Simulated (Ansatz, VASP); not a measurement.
# Two plane-wave programs on Ge

```
CELL_PARAMETERS angstrom
2.74258 0.00000 0.00000
0.00000 2.74258 0.00000
0.00000 0.00000 2.65585
ATOMIC_POSITIONS crystal
Ge 0.00000 0.00000 0.50000
```

Alike in both runs: task relaxation of cell and atoms; functional PBE; k mesh 20 × 20 × 20; occupations gaussian, width 0.1 eV; no spin polarisation.

|  | VASP | Ansatz |
| --- | --- | --- |
| version | VASP 6.6.1 | Ansatz 0.2.0 |
| potentials or method | VASP PAW PBE potentials, release 64 (Ge_d), cutoff 600 eV | scalar-relativistic, plane waves, PAW |
| valence electrons in the cell | 14 | 14 |

```tsv
	VASP	Ansatz	Ansatz less VASP
gap on the k mesh at the Fermi level, each at its own relaxed structure (eV)	none	none	-
relaxed volume (Å³/atom)	19.94	19.92	-0.016
relaxed length of the cell vector where the two differ most in proportion (Å)	2.713	2.711	-0.0019
```

A gap of «none» marks a metal or a gap that the smearing closes.
